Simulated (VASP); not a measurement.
Set up this calculation in VASP 6.6.1, as the native input.

```
Task                   : single point
Functional             : r2SCAN
Potentials or basis    : VASP PAW PBE potentials, release 64 (Ba_sv, S)
Cutoff                 : 520 eV
k mesh                 : 6 × 6 × 6
Occupations            : gaussian, width 0.05 eV
Spin                   : no spin polarisation
Dipole correction      : no
Further INCAR settings : ALGO = Normal; EDIFF = 1e-06; NBANDS = 15
```

The system is BaS.

```
Ba S
1.0
     0.00000    3.06600    2.93825
     3.06600    0.00000    2.93825
     3.06600    3.06600    0.00000
Ba S
1 1
Direct
  0.00000 0.00000 0.00000
  0.50000 0.50000 0.50000
```

This cell differs from its parent crystal: strain -0.040 along x and y, -0.080 along z.

The input as run:

POSCAR

```
BaS
1.0
    0.0000000000      3.0660000000      2.9382500000
    3.0660000000      0.0000000000      2.9382500000
    3.0660000000      3.0660000000      0.0000000000
Ba S
1 1
Direct
    0.0000000000      0.0000000000      0.0000000000
    0.5000000000      0.5000000000      0.5000000000
```

INCAR.step1

```
PREC = Accurate
ENCUT = 520
ISMEAR = 0
SIGMA = 0.05
LREAL = F
LASPH = T
NELM = 100
NBANDS = 15
GGA = PE
ALGO = Normal
EDIFF = 1E-4
LWAVE = T
LCHARG = F
```

INCAR.step2

```
PREC = Accurate
ENCUT = 520
EDIFF = 1E-6
ISMEAR = 0
SIGMA = 0.05
LREAL = F
LASPH = T
NELM = 100
ALGO = Normal
ISIF = 2
LWAVE = F
LCHARG = F
METAGGA = R2SCAN
LMIXTAU = T
NBANDS = 15
ISTART = 1
```

KPOINTS

```
regular mesh
0
Gamma
  6 6 6
```

Potentials or basis: VASP PAW PBE potentials, release 64 (Ba_sv, S).

Launch:

```sh
$ cat potpaw_PBE.64/Ba_sv/POTCAR potpaw_PBE.64/S/POTCAR > POTCAR
$ cp INCAR.step1 INCAR
$ mpirun -np 1 vasp_std > vasp.out
$ cp INCAR.step2 INCAR
$ mpirun -np 1 vasp_std > vasp.out
```

Results of the run:

```yaml
Pressure: 13.7 GPa
Band_gap_on_the_k_mesh: 1.83 eV (least direct gap 1.88 eV)
```

Caveat: the cell differs from its parent crystal (strain -0.040 along x and y, -0.080 along z); the cell stands under pressure; the PAW data sets were made with another functional, which shifts forces and pressure a little; spin-orbit coupling is left out, which moves the levels of the heavy elements.

Run time: 30 s on 1 thread of Intel(R) Xeon(R) 6975P-C (Granite Rapids) (shared host), peak memory 0.2 GiB.
